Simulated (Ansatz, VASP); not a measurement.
One calculation of SiO2, two programs

Contents of INCAR:

```
PREC = Accurate
ENCUT = 520
EDIFF = 1E-8
ISMEAR = -1
SIGMA = 0.02
LREAL = F
LASPH = T
NELM = 120
ALGO = Normal
ISIF = 2
LWAVE = F
LCHARG = F
GGA = PE
LEFG = T
NBANDS = 44
GGA_COMPAT = F
```

The input KPOINTS:

```
Automatic mesh
0
Gamma
  4 4 3
```

POSCAR

```
SiO2
1.0
    4.9820000000      0.0000000000      0.0000000000
    0.0000000000      4.9820000000      0.0000000000
    0.0000000000      0.0000000000      6.9630000000
Si O
4 8
Direct
    0.3039018416      0.3039018416      0.0000000000
    0.1960981584      0.8039018416      0.2500000000
    0.6960981584      0.6960981584      0.5000000000
    0.8039018416      0.1960981584      0.7500000000
    0.2373186938      0.1139629102      0.1837361139
    0.3860370898      0.7373186938      0.4337361139
    0.7626813062      0.8860370898      0.6837361139
    0.6139629102      0.2626813062      0.9337361139
    0.7373186938      0.3860370898      0.5662638861
    0.8860370898      0.7626813062      0.3162638861
    0.2626813062      0.6139629102      0.0662638861
    0.1139629102      0.2373186938      0.8162638861
```

Input for Ansatz:

```yaml
crystal:
  lattice:
    - [4.982, 0.0, 0.0]
    - [0.0, 4.982, 0.0]
    - [0.0, 0.0, 6.963]
  atoms:
    - { symbol: Si, position: [0.3039018416, 0.3039018416, 0.0] }
    - { symbol: Si, position: [0.1960981584, 0.8039018416, 0.25] }
    - { symbol: Si, position: [0.6960981584, 0.6960981584, 0.5] }
    - { symbol: Si, position: [0.8039018416, 0.1960981584, 0.75] }
    - { symbol: O, position: [0.2373186938, 0.1139629102, 0.1837361139] }
    - { symbol: O, position: [0.3860370898, 0.7373186938, 0.4337361139] }
    - { symbol: O, position: [0.7626813062, 0.8860370898, 0.6837361139] }
    - { symbol: O, position: [0.6139629102, 0.2626813062, 0.9337361139] }
    - { symbol: O, position: [0.7373186938, 0.3860370898, 0.5662638861] }
    - { symbol: O, position: [0.8860370898, 0.7626813062, 0.3162638861] }
    - { symbol: O, position: [0.2626813062, 0.6139629102, 0.0662638861] }
    - { symbol: O, position: [0.1139629102, 0.2373186938, 0.8162638861] }
kpoints:
  mp_grid: { grid: [4, 4, 3] }
scf:
  occupations: { method: fermi_dirac, width: 0.02 }
  n_extra_bands: 4
hamiltonian:
  xc: pbe
  pseudopotentials: { kind: paw }
output:
  forces: true
  stress: true
  populations: true
  efg: { quadrupole_moments_barn: { O: -0.02558 }, contact_densities: true }
```

Alike in both runs: task electric field gradients; functional PBE; k mesh 4 × 4 × 3; occupations fermi-dirac, width 0.02 eV; no spin polarisation.

```csv
,VASP,Ansatz
version,VASP 6.6.1,Ansatz 0.2.0
potentials or method,"VASP PAW PBE potentials, release 64 (Si, O)","plane-wave PAW, scalar-relativistic"
plane-wave cutoff (eV),520,420
valence electrons in the cell,64,64
```

Ansatz gave:

- gap on the k mesh at the Fermi level (eV): 5.61
- pressure (GPa): 1.1
- traceless stress, the component that is largest in VASP (GPa): -0.30
- rms of the force components (eV/Å): 0.003
- size of Vzz on the site where it differs most (V/Å²): 95.0

Which values does VASP return?

gap on the k mesh at the Fermi level (eV): 5.61; pressure (GPa): 1.2; traceless stress, the component that is largest in VASP (GPa): -0.33; rms of the force components (eV/Å): 0.010; size of Vzz on the site where it differs most (V/Å²): 91.1.

Atom by atom the forces differ by 0.008 eV/Å (rms over components).
